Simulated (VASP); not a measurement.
# Zn (Im-3m) in VASP: further runs

The runs below take Zn through single point, relaxation of cell and atoms, with LDA.

Everything below comes from runs of VASP 6.6.1. Logs are shortened: lines on timing, memory, paths and dates and some standing lists are left out, and cuts for length are marked.

## Step 1: The cell of the first run

The structure is cubic, space group Im-3m (No. 229). Conventional cell: a = 2.996 Å, b = 2.996 Å, c = 2.996 Å, α = 90.00°, β = 90.00°, γ = 90.00°. Within 3.4 Å of Zn (site symmetry m-3m) lie 14 Zn at 2.59 to 3.00 Å.

## Step 2: Single point, LDA

INCAR reads:

```
SYSTEM = Zn
ALGO = Normal
EDIFF = 1E-6
ENCUT = 520
GGA = CA
ISIF = 2
ISMEAR = -1
LASPH = .TRUE.
LCHARG = .FALSE.
LREAL = .FALSE.
LWAVE = .FALSE.
NBANDS = 12
NELM = 60
PREC = Accurate
SIGMA = 0.05
```

KPOINTS reads:

```
k-points
0
G
  8 8 8
  0 0 0
```

POSCAR reads:

```
Zn
1.0
   -1.4978212327      1.4978212327      1.4978212327
    1.4978212327     -1.4978212327      1.4978212327
    1.4978212327      1.4978212327     -1.4978212327
Zn
1
Direct
    0.0000000000      0.0000000000      0.0000000000
```

Potentials or basis: VASP PAW LDA potentials, release 64 (Zn).

The run is started by

```console
$ cat potpaw_LDA.64/Zn/POTCAR > POTCAR
$ mpirun -np 1 vasp_std > vasp.out
```

OUTCAR:

```text
SYSTEM = Zn
   EDIFF = 1E-6
   ENCUT = 520
   GGA = CA
   ISIF = 2
   ISMEAR = -1
   LASPH = .TRUE.
   LREAL = .FALSE.
   NELM = 60
   PREC = Accurate

 ion  position               nearest neighbor table
   1  0.000  0.000  0.000-

  LATTYP: Found a body centered cubic cell.
 ALAT       =     2.9956424654

  Lattice vectors:

 A1 = (  -1.4978212327,   1.4978212327,   1.4978212327)
 A2 = (   1.4978212327,  -1.4978212327,   1.4978212327)
 A3 = (   1.4978212327,   1.4978212327,  -1.4978212327)

Analysis of symmetry for initial positions (statically):
=====================================================================
 Subroutine PRICEL returns:
 Original cell was already a primitive cell.

 Routine SETGRP: Setting up the symmetry group for a
 body centered cubic supercell.

 Subroutine GETGRP returns: Found 48 space group operations
 (whereof 48 operations were pure point group operations)
 out of a pool of 48 trial point group operations.

The static configuration has the point symmetry O_h .

Analysis of symmetry for dynamics (positions and initial velocities):
=====================================================================
 Subroutine PRICEL returns:
 Original cell was already a primitive cell.

 Routine SETGRP: Setting up the symmetry group for a
 body centered cubic supercell.

 Subroutine GETGRP returns: Found 48 space group operations
 (whereof 48 operations were pure point group operations)
 out of a pool of 48 trial point group operations.

The dynamic configuration has the point symmetry O_h .

 Subroutine INISYM returns: Found 48 space group operations
 (whereof 48 operations are pure point group operations),
 and found     1 'primitive' translations

----------------------------------------------------------------------------------------

                                     Primitive cell

  volume of cell :      13.4413

  direct lattice vectors                    reciprocal lattice vectors
    -1.497821233  1.497821233  1.497821233     0.000000000  0.333818208  0.333818208
     1.497821233 -1.497821233  1.497821233     0.333818208  0.000000000  0.333818208
     1.497821233  1.497821233 -1.497821233     0.333818208  0.333818208  0.000000000

  length of vectors
     2.594302476  2.594302476  2.594302476     0.472090237  0.472090237  0.472090237

  position of ions in fractional coordinates (direct lattice)
     0.000000000  0.000000000  0.000000000

  ion indices of the primitive-cell ions
   primitive index   ion index
                 1           1

----------------------------------------------------------------------------------------

 KPOINTS: k-points

Automatic generation of k-mesh.
 Grid dimensions read from file:
 generate k-points for:    8    8    8

 Generating k-lattice:

  Cartesian coordinates                     Fractional coordinates (reciprocal lattice)
     0.000000000  0.041727276  0.041727276     0.125000000  0.000000000  0.000000000
     0.041727276  0.000000000  0.041727276     0.000000000  0.125000000  0.000000000
     0.041727276  0.041727276  0.000000000     0.000000000  0.000000000  0.125000000

  Length of vectors
     0.059011280  0.059011280  0.059011280

  Shift w.r.t. Gamma in fractional coordinates (k-lattice)
     0.000000000  0.000000000  0.000000000

 Subroutine IBZKPT returns following result:
 ===========================================

 Found     29 irreducible k-points:

 Following reciprocal coordinates:
            Coordinates               Weight
  0.000000  0.000000  0.000000      1.000000
  0.125000  0.000000  0.000000     12.000000
  0.250000  0.000000  0.000000     12.000000
  0.375000  0.000000  0.000000     12.000000
  0.500000  0.000000  0.000000      6.000000
  0.125000  0.125000  0.000000     24.000000
[... 16 lines left out ...]
 -0.250000  0.250000  0.250000      6.000000
 -0.375000  0.375000  0.250000     24.000000
 [... further k-points ...]
   k-points           NKPTS =     29   k-points in BZ     NKDIM =     29   number of bands    NBANDS=     12
   number of dos      NEDOS =    301   number of ions     NIONS =      1
   total plane-waves  NPLWV =   8000
   dimension x,y,z NGX =    20 NGY =   20 NGZ =   20
   dimension x,y,z NGXF=    40 NGYF=   40 NGZF=   40
   ions per type =               1
   NGX,Y,Z   is equivalent  to a cutoff of  12.82, 12.82, 12.82 a.u.
   NGXF,Y,Z  is equivalent  to a cutoff of  25.63, 25.63, 25.63 a.u.
 SYSTEM =  Zn
   PREC   = accura    normal or accurate (medium, high low for compatibility)
   ISTART =      0    job   : 0-new  1-cont  2-samecut
   ICHARG =      2    charge: 1-file 2-atom 10-const
   ISPIN  =      1    spin polarized calculation?
   LNONCOLLINEAR =      F non collinear calculations
   LSORBIT =      F    spin-orbit coupling
   LASPH  =      T    aspherical Exc in radial PAW
   ENCUT  =  520.0 eV  38.22 Ry    6.18 a.u.   4.82  4.82  4.82*2*pi/ulx,y,z
   NELM   =     60;   NELMIN=  2; NELMDL= -5     # of ELM steps
   EDIFF  = 0.1E-05   stopping-criterion for ELM
   LREAL  =      F    real-space projection
   EDIFFG = 0.1E-04   stopping-criterion for IOM
   NSW    =      0    number of steps for IOM
   IBRION =     -1    ionic relax: 0-MD 1-quasi-New 2-CG
   NFREE  =      0    steps in history (QN), initial steepest desc. (CG)
   ISIF   =      2    stress and relaxation
   ISYM   =      2    0-nonsym 1-usesym 2-fastsym
   POTIM  = 0.5000    time-step for ionic-motion
   TEBEG  =    0.0;   TEEND  =   0.0 temperature during run
   PSTRESS=    0.0 pullay stress
   NELECT =      12.0000    total number of electrons
   NUPDOWN=      -1.0000    fix difference up-down
   EMIN   =  10.00;   EMAX   =-10.00  energy-range for DOS
   EFERMI =   0.00;   METHOD = LEGACY
   ISMEAR =    -1;   SIGMA  =   0.05  broadening in eV -4-tet -1-fermi 0-gaus
   EFERMI_NEDOS =   21; number of points for ismear=-14 and -15
   IALGO  =     38    algorithm
   IMIX   =      4    mixing-type and parameters
     AMIX     =   0.40;   BMIX     =  1.00
     AMIX_MAG =   1.60;   BMIX_MAG =  1.00
  volume/ion in A,a.u.               =      13.44        90.71
  Fermi-wavevector in a.u.,A,eV,Ry     =   1.576359  2.978888 33.809243  2.484909
  Thomas-Fermi vector in A             =   2.677204
   LORBIT       =      0    0 simple, 1 ext, 2 COOP (PROOUT), +10 PAW based schemes
   GGA     = CA    functional components
   LHFCALC =     F    Hartree Fock is set to
   AEXX    =    0.0000 exact exchange contribution
   IVDW    =     0    specifies the selected vdW correction
   LEPSILON=     F    determine dielectric tensor
   LRPA    =     F    only Hartree local field effects (RPA)
 non-spin polarized calculation
  energy-cutoff  :      520.00
  volume of cell :       13.44
 maximum number of plane-waves:       372
   NGX =  9   NGY =  9   NGZ =  9

 number of electron      12.0000001 magnetization

 Free energy of the ion-electron system (eV)
  ---------------------------------------------------
  ext. energy  EPLUGINS =         0.00000000
  ---------------------------------------------------
  free energy    TOTEN  =        -1.77485825 eV

  energy without entropy =       -1.77304420  energy(sigma->0) =       -1.77395122

 E-fermi :   3.8057     XC(G=0): -12.5764

 val. band max:        3.5835246546   @ k =   0.5000   0.5000   0.2500
 cond. band min:       3.8200309925   @ k =   0.3750   0.1250   0.1250
 fundamental gap:      0.2365063379
 Fermi energy:         3.8057441679

 k-point     1 :       0.0000    0.0000    0.0000
  band No.  band energies     occupation
      1      -7.5878      2.00000
      2      -4.3556      2.00000
      3      -4.3556      2.00000
      4      -4.3556      2.00000
      5      -3.7117      2.00000
      6      -3.7117      2.00000
      7      25.0822      0.00000
      8      25.0822      0.00000
      9      25.0822      0.00000
     10      26.0144      0.00000
     11      26.0144      0.00000
     12      26.0144      0.00000

 k-point     2 :       0.1250    0.0000    0.0000
  band No.  band energies     occupation
      1      -7.0523      2.00000
      2      -4.4138      2.00000
      3      -4.3427      2.00000
      4      -4.2123      2.00000
      5      -3.7606      2.00000
      6      -3.7076      2.00000
      7      19.3817      0.00000
      8      22.2208      0.00000
      9      22.7117      0.00000
     10      23.9326      0.00000
     11      24.5327      0.00000
     12      26.3100      0.00000

 k-point     3 :       0.2500    0.0000    0.0000
  band No.  band energies     occupation
      1      -5.7133      2.00000
      2      -4.5529      2.00000
      3      -4.1082      2.00000
      4      -3.8493      2.00000
      5      -3.8037      2.00000
      6      -3.6944      2.00000
      7      12.7606      0.00000
      8      19.0969      0.00000
      9      19.9367      0.00000
     10      21.9855      0.00000
     11      23.3288      0.00000
     12      28.1477      0.00000
[... 286 lines left out ...]
 k-point    23 :      -0.2500    0.2500    0.2500
  band No.  band energies     occupation
      1      -4.7064      2.00000
      2      -4.3613      2.00000
      3      -4.1094      2.00000
      4      -4.1094      2.00000
      5      -3.8673      2.00000
      6      -2.2653      2.00000
      7      13.6319      0.00000
      8      13.6319      0.00000
      9      15.9462      0.00000
     10      16.2335      0.00000
     11      30.6561      0.00000
     12      30.6561      0.00000

 k-point    24 :      -0.3750    0.3750    0.2500
  band No.  band energies     occupation
      1      -4.7134      2.00000
      2      -4.5531      2.00000
      3      -4.1042      2.00000
      4      -3.9098      2.00000
      5      -3.5246      2.00000
      6       0.2451      2.00000
      7       8.8242      0.00000
      8      11.7308      0.00000
      9      14.8477      0.00000
     10      17.7560      0.00000
     11      25.8831      0.00000
     12      29.4568      0.00000

 [... further k-points ...]
[... 5 lines left out ...]
  --------------------------------------------------------------------------------------
  -------------------------------------------------------------------------------------
  Total        0.0810681      0.0810681      0.0810681      0.0000000      0.0000000      0.0000000
  in kB        9.6631964      9.6631964      9.6631964      0.0000000      0.0000000      0.0000000
  external PRESSURE =       9.6631964 kB  Pullay stress =       0.0000000 kB

 VOLUME and BASIS-vectors are now :
 -----------------------------------------------------------------------------
  energy-cutoff  :      520.00
  volume of cell :       13.44
      direct lattice vectors                 reciprocal lattice vectors
    -1.497821233  1.497821233  1.497821233     0.000000000  0.333818208  0.333818208
     1.497821233 -1.497821233  1.497821233     0.333818208  0.000000000  0.333818208
     1.497821233  1.497821233 -1.497821233     0.333818208  0.333818208  0.000000000

 POSITION                                       TOTAL-FORCE (eV/Angst)
 -----------------------------------------------------------------------------------
      0.00000      0.00000      0.00000         0.000000      0.000000      0.000000
 -----------------------------------------------------------------------------------
    total drift:                                0.000000     -0.000000      0.000000

  FREE ENERGIE OF THE ION-ELECTRON SYSTEM (eV)
  ---------------------------------------------------
  free  energy   TOTEN  =        -1.7748582491 eV

  energy  without entropy=       -1.7730441977  energy(sigma->0) =       -1.77395122
```

Run time: 1.8 s. Hardware: 1 thread of Intel Xeon 6975P-C (Granite Rapids), shared host; peak memory 0.11 GiB.

Results:

```
Free energy            : -1.7749 eV
Pressure               : 1.0 GPa
Band gap on the k mesh : zero (band 6 reaches 8.31 eV, above the bottom of band 7 at 3.15 eV)
```

Levels at points of the mesh, in eV from the Fermi level:
```tsv
k point	band 4	band 5	band 6	band 7	band 8	band 9
(0.00, 0.00, 0.00)	-8.16	-7.52	-7.52	21.28	21.28	21.28
(0.50, 0.00, 0.00)	-7.47	-7.09	-3.09	-0.65	12.46	13.76
(0.50, 0.50, 0.50)	-7.19	-7.19	4.50	4.50	4.50	9.14
```

Caveat: the k points lie up to 0.37 Å⁻¹ apart.

(Continued in part 2 of 2.)
